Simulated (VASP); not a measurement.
# Si16C17 (a cell with a defect) in VASP: further runs

Si16C17 (a cell with a defect) is run at these levels: PBE; tasks: single point.

Program: VASP 6.6.1. These are calculated values, not measurements. Logs are shortened: lines on timing, memory, paths and dates and some standing lists are left out, and cuts for length are marked.

### 1 The cell of the first run

The cell holds a defect, 33 atoms: a = 7.586 Å, b = 7.586 Å, c = 7.586 Å, α = 109.47°, β = 109.47°, γ = 109.47°.

### 2 Single point, PBE

INCAR reads:

```
ALGO = Normal ; EDIFF = 1E-7
ENCUT = 520 ; GGA = PE
ISIF = 2 ; ISMEAR = 0
LASPH = T ; LCHARG = F
LREAL = Auto ; LWAVE = F
NBANDS = 88 ; NELM = 100
PREC = Accurate ; SIGMA = 0.02
```

KPOINTS reads:

```
Automatic mesh
0
Gamma
  2 2 2
  0.5 0.5 0.5
```

POSCAR reads:

```
Si16C17
1.0
    4.3797259441      4.3797259441      4.3797259441
   -4.3797259441      4.3797259441     -4.3797259441
   -4.3797259441     -4.3797259441      4.3797259441
Si C
16 17
Direct
    0.2410535530      0.0096544854     -0.0059536830
    0.2526200301      0.7494419838      0.2597041492
    0.5594419677      0.7572103922      0.0049613835
    0.2521678329      0.4989457167      0.5016365243
    0.5020645191      0.5013309116      0.2501250110
    0.7581112477      0.4983566387      0.0017772802
    0.2536143846      0.2522428376      0.7500734160
    0.4960921135      0.2459813728      0.4978098008
    0.7532356002      0.2489148896      0.2479437101
    0.0010757522      0.2531323910      0.0013439197
    0.5041434163      0.0027687805      0.7535242027
    0.7498944094     -0.0023864507      0.4978304642
    0.0144328665      0.0046751784      0.2570902870
    0.7532489572      0.7493432333      0.7457866181
    0.0007130583      0.7502529934      0.5030007649
   -0.0276605207      0.4823939961      0.7276784074
    0.4996199598      0.2452191104      0.2473520065
    0.5030867292      0.0040040177      0.5064751832
    0.7758181775      0.0130524149      0.2622497423
    0.5066190278      0.7512089893      0.7455197064
    0.7517240901      0.7494481486      0.4994986051
    0.0016527290      0.7511922075      0.2586699521
    0.5093946581      0.4946123405      0.0004827928
    0.7372826613      0.4932315464      0.7428745637
    0.0007031262      0.4990412706      0.4980493136
    0.2504176092      0.4968124782      0.2517319609
    0.7532316045      0.2496554611      0.0008563321
    0.0019377925      0.2515540959      0.7504572300
    0.2552712234      0.2525879505      0.5031397005
   -0.0029699347      0.0041708089      0.0005174981
    0.2525914895      0.0007048386      0.7504557459
    0.1664888418      0.7404173324     -0.0178261154
    0.3655203591     -0.2353315055      0.0741113723
```

Potentials or basis: VASP PAW PBE potentials, release 64 (Si, C).

Run with:

```sh
$ cat potpaw_PBE.64/Si/POTCAR potpaw_PBE.64/C/POTCAR > POTCAR
$ mpirun -np 1 vasp_std > vasp.out
```

OUTCAR:

```text
EDIFF = 1E-7
   ENCUT = 520
   GGA = PE
   ISIF = 2
   ISMEAR = 0
   LASPH = T
   LREAL = Auto
   NELM = 100
   PREC = Accurate

 ion  position               nearest neighbor table
   1  0.241  0.010  0.994-  30 1.86  31 1.86  32 1.89  17 1.90  33 2.50  10 2.99   7 3.02  14 3.02
                            13 3.04  15 3.04   5 3.05  11 3.12   8 3.12
   2  0.253  0.749  0.260-  33 1.89  26 1.89  18 1.90  22 1.91  32 1.95   4 3.05  13 3.06  11 3.06
                             6 3.06  15 3.07  10 3.07   8 3.08  12 3.08   5 3.08
   3  0.559  0.757  0.005-  33 1.73  20 1.85  19 1.87  23 1.89  14 2.82  13 2.83   6 2.84   9 3.07
                            12 3.08  11 3.10   5 3.13   4 3.14
   4  0.252  0.499  0.502-  29 1.88  26 1.89  25 1.90  20 1.90   2 3.05  13 3.06   7 3.07   8 3.08
                             9 3.09  10 3.10  14 3.10   5 3.11  15 3.11  11 3.12  16 3.14   3 3.14
   5  0.502  0.501  0.250-  21 1.89  23 1.90  26 1.90  17 1.93   1 3.05  14 3.07  12 3.07   2 3.08
                            15 3.09   7 3.10  10 3.10   4 3.11   8 3.12   9 3.12   6 3.12   3 3.13
   6  0.758  0.498  0.002-  27 1.87  23 1.87  24 1.90  22 1.91   3 2.84  10 3.02  16 3.03   2 3.06
                             9 3.07  11 3.07  15 3.11   8 3.12   5 3.12   7 3.13  13 3.14  14 3.14
   7  0.254  0.252  0.750-  29 1.88  23 1.89  31 1.91  28 1.91   1 3.02  13 3.05   8 3.06   4 3.07
                            11 3.10   5 3.10  15 3.11  12 3.12  10 3.12   6 3.13
   8  0.496  0.246  0.498-  24 1.86  29 1.86  18 1.88  17 1.91  16 2.95  13 2.98   7 3.06   2 3.08
                             4 3.08  11 3.09  12 3.11   5 3.12  14 3.12   6 3.12   1 3.12   9 3.14
   9  0.753  0.249  0.248-  27 1.88  19 1.89  25 1.89  17 1.91  16 2.98  11 3.06  10 3.06   6 3.07
                             3 3.07   4 3.09  12 3.10  15 3.11   5 3.12  13 3.13   8 3.14
  10  0.001  0.253  0.001-  27 1.87  30 1.88  26 1.88  28 1.90   1 2.99   6 3.02   9 3.06   2 3.07
                            11 3.08   4 3.10   5 3.10  12 3.12   7 3.12  14 3.12  16 3.12  13 3.12
  11  0.504  0.003  0.754-  18 1.87  27 1.88  31 1.90  20 1.90   2 3.06   9 3.06   6 3.07  10 3.08
                             8 3.09   7 3.10   3 3.10  12 3.11  14 3.11  15 3.12   4 3.12   1 3.12
  12  0.750  0.998  0.498-  21 1.89  19 1.90  18 1.91  28 1.92  16 3.01  14 3.07   5 3.07   3 3.08
                             2 3.08  15 3.09   9 3.10  11 3.11   8 3.11  10 3.12   7 3.12  13 3.13
  13  0.014  0.005  0.257-  19 1.85  29 1.86  22 1.90  30 1.91   3 2.83   8 2.98   1 3.04   7 3.05
                             2 3.06   4 3.06  15 3.10  10 3.12  12 3.13   9 3.13   6 3.14
  14  0.753  0.749  0.746-  21 1.86  20 1.88  24 1.90  30 1.91   3 2.82  16 3.02   1 3.02  15 3.04
                             5 3.07  12 3.07   4 3.10  11 3.11   8 3.12  10 3.12   6 3.14
  15  0.001  0.750  0.503-  22 1.86  21 1.88  25 1.89  31 1.90  14 3.04   1 3.04  16 3.06   2 3.07
                            12 3.09   5 3.09  13 3.10   6 3.11   9 3.11   7 3.11   4 3.11  11 3.12
  16  0.972  0.482  0.728-  32 1.84  24 1.85  25 1.86  28 1.89   8 2.95   9 2.98  12 3.01  14 3.02
                             6 3.03  15 3.06  10 3.12   4 3.14
  17  0.500  0.245  0.247-   1 1.90   8 1.91   9 1.91   5 1.93
  18  0.503  0.004  0.506-  11 1.87   8 1.88   2 1.90  12 1.91
  19  0.776  0.013  0.262-  13 1.85   3 1.87   9 1.89  12 1.90
  20  0.507  0.751  0.746-   3 1.85  14 1.88  11 1.90   4 1.90
  21  0.752  0.749  0.499-  14 1.86  15 1.88   5 1.89  12 1.89
  22  0.002  0.751  0.259-  15 1.86  13 1.90   2 1.91   6 1.91
[... 9 lines left out ...]
  32  0.166  0.740  0.982-  33 1.35  16 1.84   1 1.89   2 1.95
  33  0.366  0.765  0.074-  32 1.35   3 1.73   2 1.89   1 2.50

  LATTYP: Found a body centered cubic cell.
 ALAT       =     8.7594518882

  Lattice vectors:

 A1 = (   4.3797259441,   4.3797259441,   4.3797259441)
 A2 = (  -4.3797259441,   4.3797259441,  -4.3797259441)
 A3 = (  -4.3797259441,  -4.3797259441,   4.3797259441)

Analysis of symmetry for initial positions (statically):
[... 44 lines left out ...]
   TEBEG  =    0.0;   TEEND  =   0.0 temperature during run
   PSTRESS=    0.0 pullay stress
   NELECT =     132.0000    total number of electrons
   NUPDOWN=      -1.0000    fix difference up-down
   EMIN   =  10.00;   EMAX   =-10.00  energy-range for DOS
   EFERMI =   0.00;   METHOD = LEGACY
   ISMEAR =     0;   SIGMA  =   0.02  broadening in eV -4-tet -1-fermi 0-gaus
   EFERMI_NEDOS =   21; number of points for ismear=-14 and -15
   IALGO  =     38    algorithm
   IMIX   =      4    mixing-type and parameters
     AMIX     =   0.40;   BMIX     =  1.00
     AMIX_MAG =   1.60;   BMIX_MAG =  1.00
  volume/ion in A,a.u.               =      10.18        68.72
  Fermi-wavevector in a.u.,A,eV,Ry     =   1.198945  2.265677 19.557950  1.437469
  Thomas-Fermi vector in A             =   2.334821
   LORBIT       =      0    0 simple, 1 ext, 2 COOP (PROOUT), +10 PAW based schemes
   GGA     = PE    functional components
   LHFCALC =     F    Hartree Fock is set to
   AEXX    =    0.0000 exact exchange contribution
   IVDW    =     0    specifies the selected vdW correction
   LEPSILON=     F    determine dielectric tensor
   LRPA    =     F    only Hartree local field effects (RPA)
 non-spin polarized calculation
 Gauss-broadening in eV      SIGMA  =   0.02
  energy-cutoff  :      520.00
  volume of cell :      336.05
 maximum number of plane-waves:      9092
   NGX = 29   NGY = 29   NGZ = 29

 number of electron     131.9999999 magnetization

 Free energy of the ion-electron system (eV)
  ---------------------------------------------------
  ext. energy  EPLUGINS =         0.00000000
  ---------------------------------------------------
  free energy    TOTEN  =      -243.54823653 eV

  energy without entropy =     -243.54823653  energy(sigma->0) =     -243.54823653

 E-fermi :   9.5623     XC(G=0): -11.3997

 val. band max:        9.4132408149   @ k =  -0.2500   0.2500   0.2500
 cond. band min:       9.6945965436   @ k =   0.2500   0.2500   0.2500
 fundamental gap:      0.2813557287
 Fermi energy:         9.5622719048

 k-point     1 :       0.2500    0.2500    0.2500
  band No.  band energies     occupation
      1      -7.6951      2.00000
      2      -6.2378      2.00000
      3      -6.1368      2.00000
      4      -6.0957      2.00000
      5      -5.0476      2.00000
      6      -3.6485      2.00000
[... 313 lines left out ...]
     77      13.3689      0.00000
     78      13.4701      0.00000
 [bands above 78 left out]

------------------------ aborting loop because EDIFF is reached ----------------------------------------

  FORCE on cell =-STRESS in cart. coord.  units (eV):
  Direction    XX          YY          ZZ          XY          YZ          ZX
  --------------------------------------------------------------------------------------
  -------------------------------------------------------------------------------------
  Total       15.1487022     15.4657558     13.8806541      8.4305973      6.8582645      2.4751603
  in kB       72.2246112     73.7362304     66.1789263     40.1946388     32.6982125     11.8008451
  external PRESSURE =      70.7132560 kB  Pullay stress =       0.0000000 kB

 VOLUME and BASIS-vectors are now :
 -----------------------------------------------------------------------------
  energy-cutoff  :      520.00
  volume of cell :      336.05
      direct lattice vectors                 reciprocal lattice vectors
     4.379725944  4.379725944  4.379725944     0.000000000  0.114162394  0.114162394
    -4.379725944  4.379725944 -4.379725944    -0.114162394  0.114162394  0.000000000
    -4.379725944 -4.379725944  4.379725944    -0.114162394  0.000000000  0.114162394

 POSITION                                       TOTAL-FORCE (eV/Angst)
 -----------------------------------------------------------------------------------
     -3.34019     -3.25562      5.36711        -0.036213     -0.034125     -0.092651
     -3.31338      3.25132     -1.03851        -0.022837      0.001301     -0.027667
     -0.88790      5.74485     -0.84444         0.140635      0.044558      0.010295
     -3.27785      1.09264      1.11621         0.001999     -0.013261     -0.029965
     -1.09227      3.29912      1.09869        -0.004137     -0.014400     -0.033800
      1.12987      5.49520      1.14544        -0.001809      0.006508      0.021661
[... 25 lines left out ...]
     -6.81530     -0.32965      1.78800        -0.177868      0.195230      0.045598
     -2.07275      4.62533     -1.42357         0.416145     -0.358746      0.526341
 -----------------------------------------------------------------------------------
    total drift:                               -0.022025     -0.015636     -0.048359

  FREE ENERGIE OF THE ION-ELECTRON SYSTEM (eV)
  ---------------------------------------------------
  free  energy   TOTEN  =      -243.5482365306 eV

  energy  without entropy=     -243.5482365306  energy(sigma->0) =     -243.54823653
```

Wall time 1.9 min (1 thread of AMD EPYC 9R45 (Zen 5), shared host); peak memory 0.4 GiB.

What came out:

| Property | Result |
| --- | --- |
| Free energy | -243.5482 eV |
| Pressure | 7.1 GPa |
| Largest force | 0.761 eV/Å |
| Band gap on the k mesh | 0.28 eV |

Forces on the atoms (eV/Å):
```
Si  -0.036 -0.034 -0.093
Si  -0.023  0.001 -0.028
Si   0.141  0.045  0.010
Si   0.002 -0.013 -0.030
Si  -0.004 -0.014 -0.034
Si  -0.002  0.007  0.022
Si   0.009  0.002 -0.017
Si   0.002  0.031  0.007
Si  -0.024  0.019 -0.020
Si  -0.008 -0.013 -0.017
Si  -0.015  0.011 -0.039
Si  -0.033 -0.007 -0.038
Si   0.010 -0.015 -0.014
Si  -0.006  0.021 -0.043
Si  -0.021 -0.011 -0.026
Si  -0.106  0.156  0.075
C    0.020 -0.015 -0.029
C   -0.018  0.002 -0.038
C   -0.021 -0.018 -0.068
C    0.013  0.019 -0.047
C   -0.016 -0.005 -0.032
C   -0.032 -0.048  0.013
C    0.072 -0.006  0.032
C   -0.020  0.075  0.044
C   -0.030  0.000 -0.003
C   -0.019 -0.054 -0.011
C   -0.005 -0.002 -0.018
C   -0.039  0.042 -0.027
C    0.002  0.002 -0.014
C   -0.015 -0.015 -0.054
C   -0.016  0.002 -0.038
C   -0.178  0.195  0.046
C    0.416 -0.359  0.526
```

### 3 Single point, PBE

INCAR reads:

```
  PREC = Accurate
  ENCUT = 520
  EDIFF = 1E-6
  ISMEAR = 0
  SIGMA = 0.02
  LREAL = Auto
  LASPH = True
  NELM = 100
  ALGO = Normal
  ISIF = 2
  LWAVE = False
  LCHARG = False
  GGA = PE
  NBANDS = 88
```

KPOINTS is that of step 2.

POSCAR reads:

```
Si16C17
1.0
    4.3797259441      4.3797259441      4.3797259441
   -4.3797259441      4.3797259441     -4.3797259441
   -4.3797259441     -4.3797259441      4.3797259441
Si C
16 17
Direct
    0.2407884679      0.0094834701     -0.0043442216
    0.2507592973      0.7500206730      0.2617373814
    0.5615578535      0.7499551438     -0.0000076489
    0.2494370684      0.4975122936      0.5006887481
    0.4990365899      0.5015743058      0.2483608595
    0.7589497705      0.4964095991      0.0020553797
    0.2518771754      0.2500679298      0.7485290271
    0.4980496560      0.2485279933      0.4990053094
    0.7517821987      0.2499438353      0.2484473946
   -0.0005022004      0.2514360519      0.0004816511
    0.5019081166      0.0024421619      0.7531740666
    0.7474934600     -0.0015095693      0.4968319999
    0.0125305786      0.0035497655      0.2556256977
    0.7520235380      0.7500077726      0.7444412143
   -0.0019827725      0.7499922465      0.5026370435
   -0.0186593867      0.4905651695      0.7362182112
    0.4988431988      0.2470308676      0.2477426702
    0.5017146114      0.0051165302      0.5067274821
    0.7722496894      0.0122645802      0.2597291508
    0.5041066560      0.7499842552      0.7433475385
    0.7489075896      0.7500372265      0.4979757930
   -0.0011469896      0.7499758071      0.2588161941
    0.5100250629      0.4877347412     -0.0025160250
    0.7425501142      0.4972255177      0.7461102685
    0.0001388215      0.5002799326      0.5002427156
    0.2465768438      0.4948765123      0.2515861755
    0.7525352139      0.2479108314      0.0004864460
    0.0018743182      0.2530447142      0.7507724323
    0.2546144472      0.2520536705      0.5025534767
   -0.0046662737      0.0027962937     -0.0010900225
    0.2498456556     -0.0002954523      0.7499529747
    0.1848228657      0.7500619998     -0.0048241603
    0.3746100831     -0.2500037705      0.0812567966
```

Potentials or basis: VASP PAW PBE potentials, release 64 (Si, C).

Run with:

```sh
$ cat potpaw_PBE.64/Si/POTCAR potpaw_PBE.64/C/POTCAR > POTCAR
$ mpirun -np 1 vasp_std > vasp.out
```

It took 1.9 min on 1 thread of AMD EPYC 9R45 (Zen 5), shared host; peak memory 0.4 GiB.

It converged, with:

* Free energy: -243.6494 eV
* Pressure: 6.9 GPa
* Largest force: 0.096 eV/Å
* Band gap on the k mesh: 0.52 eV

Forces on the atoms (eV/Å):
```
Si   0.005 -0.009  0.003
Si   0.001 -0.002 -0.002
Si  -0.018 -0.013 -0.005
Si   0.000  0.004 -0.003
Si  -0.003  0.000  0.005
Si  -0.002 -0.005 -0.008
Si  -0.005 -0.003  0.000
Si  -0.005  0.003  0.004
Si  -0.002 -0.006  0.003
Si   0.000  0.000  0.002
Si   0.003  0.002 -0.005
Si   0.003  0.000  0.006
Si  -0.009 -0.005 -0.011
Si   0.002  0.002 -0.001
Si  -0.001  0.000  0.002
Si  -0.008  0.008  0.002
C   -0.003 -0.002  0.004
C    0.012  0.000 -0.005
C    0.002  0.007  0.004
C   -0.002 -0.004  0.009
C    0.002 -0.002  0.000
C    0.001  0.003  0.007
C    0.008 -0.002  0.003
C    0.001  0.002  0.009
C   -0.006  0.003  0.002
C   -0.001  0.014 -0.004
C   -0.008  0.002 -0.011
C    0.002 -0.008  0.003
C    0.000 -0.008 -0.009
C    0.006  0.000  0.006
C    0.004 -0.003  0.002
C   -0.023 -0.024 -0.083
C    0.044  0.044  0.072
```

Stress tensor (GPa, compression positive):
```
7.36 4.23 2.16
4.23 7.36 2.15
2.16 2.15 6.01
```

Levels at points of the mesh, in eV from the valence-band top:
| k point | band 63 | band 64 | band 65 | band 66 | band 67 | band 68 | band 69 | band 70 |
| --- | --- | --- | --- | --- | --- | --- | --- | --- |
| (0.25, 0.25, 0.25) | -1.79 | -1.77 | -1.69 | -0.19 | 0.52 | 1.79 | 2.31 | 2.32 |

### 4 Single point, PBE

INCAR, as its differences from that of step 3:

```diff
@@ -2,3 +2,3 @@
   ENCUT = 520
-  EDIFF = 1E-6
+  EDIFF = 1E-7
   ISMEAR = 0
```

KPOINTS is that of step 3.

POSCAR reads:

```
Si16C17
1.0
    4.3797259441      4.3797259441      4.3797259441
   -4.3797259441      4.3797259441     -4.3797259441
   -4.3797259441     -4.3797259441      4.3797259441
Si C
16 17
Direct
    0.2531356095      0.0157823091     -0.0004573508
    0.2431724433      0.7497185642      0.2589981014
    0.5639996465      0.7541027299     -0.0003918774
    0.2542352357      0.5025690739      0.4996193397
    0.5043216675      0.5072419125      0.2520509169
    0.7544126297      0.4984990061     -0.0004444786
    0.2518629058      0.2547974360      0.7471210493
    0.5004585894      0.2531110578      0.4981271272
    0.7498592020      0.2508520216      0.2479889446
    0.0004218854      0.2567103583     -0.0004290058
    0.5013999546      0.0024071928      0.7510728592
    0.7542061975      0.0025266901      0.4994954057
    0.0149370231      0.0097113193      0.2531536656
    0.7613777234      0.7561414971      0.7460134649
    0.0019185319      0.7545428786      0.5010352333
   -0.0162980525      0.4902378961      0.7400798582
    0.5040972085      0.2607751372      0.2546867018
    0.5012264706      0.0017932374      0.4965184795
    0.7746871829      0.0138148048      0.2618285229
    0.5123820378      0.7515301538      0.7372986723
    0.7549577144      0.7545652733      0.4975096044
   -0.0022784420      0.7529503485      0.2523377750
    0.5065192941      0.4974288125     -0.0004210243
    0.7449342520      0.5001792154      0.7467669629
    0.0042091966      0.5047773540      0.5025323826
    0.2522557334      0.5040283218      0.2492833616
    0.7512672257      0.2520040321     -0.0004740550
    0.0025380712      0.2543139977      0.7498587759
    0.2570212569      0.2566411244      0.5016523465
    0.0012741610      0.0129058995     -0.0004125086
    0.2489949758      0.0056765277      0.7444467644
    0.1871577208      0.7491793204     -0.0004987859
    0.3770106790     -0.1646739434     -0.0004330171
```

Run with:

```sh
$ cat potpaw_PBE.64/Si/POTCAR potpaw_PBE.64/C/POTCAR > POTCAR
$ mpirun -np 1 vasp_std > vasp.out
```

Wall time 2 min (1 thread of AMD EPYC 9R45 (Zen 5), shared host); peak memory 0.39 GiB.

The run converged. Its results:

```
Free energy            : -243.6484 eV
Pressure               : 6.9 GPa
Largest force          : 0.087 eV/Å
Band gap on the k mesh : 0.52 eV
```

Forces in eV/Å, atoms in the order of the input:
```
Si  -0.002  0.002  0.001
Si   0.010  0.007 -0.011
Si  -0.012 -0.002 -0.017
Si   0.000  0.001  0.004
Si  -0.002 -0.001 -0.001
Si   0.001  0.001  0.001
Si   0.002 -0.002 -0.005
Si   0.000  0.001 -0.002
Si   0.003 -0.002  0.002
Si  -0.003  0.004 -0.003
Si   0.002  0.000  0.005
Si   0.003 -0.002  0.000
Si  -0.005 -0.007 -0.002
Si  -0.005 -0.009 -0.009
Si   0.002  0.003 -0.007
Si  -0.010  0.007  0.006
C    0.002  0.002  0.003
C   -0.007 -0.006  0.004
C    0.004 -0.003  0.005
C    0.003  0.002  0.008
C    0.002 -0.003 -0.001
C    0.006  0.003  0.003
C   -0.005  0.004 -0.002
C   -0.002  0.003  0.013
C    0.002 -0.003 -0.002
C    0.005 -0.005  0.001
C   -0.002  0.002  0.002
C    0.003 -0.005  0.006
C    0.000 -0.006 -0.002
C   -0.005  0.014 -0.008
C    0.004 -0.003  0.000
C   -0.025 -0.074 -0.020
C    0.030  0.077  0.028
```

Stress tensor (GPa, compression positive):
```
7.37 2.14 4.24
2.14 6.02 2.16
4.24 2.16 7.37
```

Levels at points of the mesh, in eV from the valence-band top:
| k point | band 62 | band 63 | band 64 | band 65 | band 66 | band 67 | band 68 | band 69 | band 70 | band 71 |
| --- | --- | --- | --- | --- | --- | --- | --- | --- | --- | --- |
| (0.25, 0.25, 0.25) | -1.81 | -1.79 | -1.77 | -1.69 | -0.19 | 0.52 | 1.79 | 2.31 | 2.32 | 2.40 |
